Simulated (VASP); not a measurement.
A run of VASP 6.6.1 is set up as follows.

Contents of POSCAR:

```
Al
1.0
    2.8221979398      0.0000000000      0.0000000000
   -1.4110989699      2.4440951103      0.0000000000
    0.0000000000      0.0000000000      9.2620595437
Al
4
Direct
    0.0000000000      0.0000000000      0.0000000000
    0.3333333333      0.6666666667      0.2500000000
    0.0000000000      0.0000000000      0.5000000000
    0.6666666667      0.3333333333      0.7500000000
```

INCAR.step1

```
PREC     = Accurate       # precision mode
ENCUT    = 520            # plane-wave cutoff, eV
ISMEAR   = 0              # smearing method
SIGMA    = 0.1            # smearing width, eV
LREAL    = F              # projectors in reciprocal space
LASPH    = T              # aspherical terms in the spheres
NELM     = 80             # most SCF steps
NBANDS   = 14             # bands
GGA      = PE             # functional
ALGO     = Normal         # electronic algorithm
EDIFF    = 1E-4           # SCF threshold, eV
LWAVE    = T              # write WAVECAR
LCHARG   = F              # write CHGCAR
```

The input INCAR.step2:

```
PREC     = Accurate       # precision mode
ENCUT    = 520            # plane-wave cutoff, eV
EDIFF    = 1E-6           # SCF threshold, eV
ISMEAR   = 0              # smearing method
SIGMA    = 0.1            # smearing width, eV
LREAL    = F              # projectors in reciprocal space
LASPH    = T              # aspherical terms in the spheres
NELM     = 80             # most SCF steps
ALGO     = Normal         # electronic algorithm
ISIF     = 2              # what is computed and relaxed
LWAVE    = F              # write WAVECAR
LCHARG   = F              # write CHGCAR
METAGGA  = R2SCAN         # meta-GGA
LMIXTAU  = T            
NBANDS   = 14             # bands
ISTART   = 1
```

KPOINTS

```
Automatic mesh
0
Gamma
  18 18 6
```

Potentials or basis: VASP PAW PBE potentials, release 64 (Al).

Run with:

```sh
$ cat potpaw_PBE.64/Al/POTCAR > POTCAR
$ cp INCAR.step1 INCAR
$ mpirun -np 1 vasp_std > vasp.out
$ cp INCAR.step2 INCAR
$ mpirun -np 1 vasp_std > vasp.out
```

(1) What does it give for the band gap on the k mesh?

(2) What does it give for the pressure?

## Answers

(1) zero (bands 6 and 7 overlap by 5.79 eV).

(2) -0.3 GPa.

Caveat: the PAW data sets were made with another functional, which shifts forces and pressure a little.
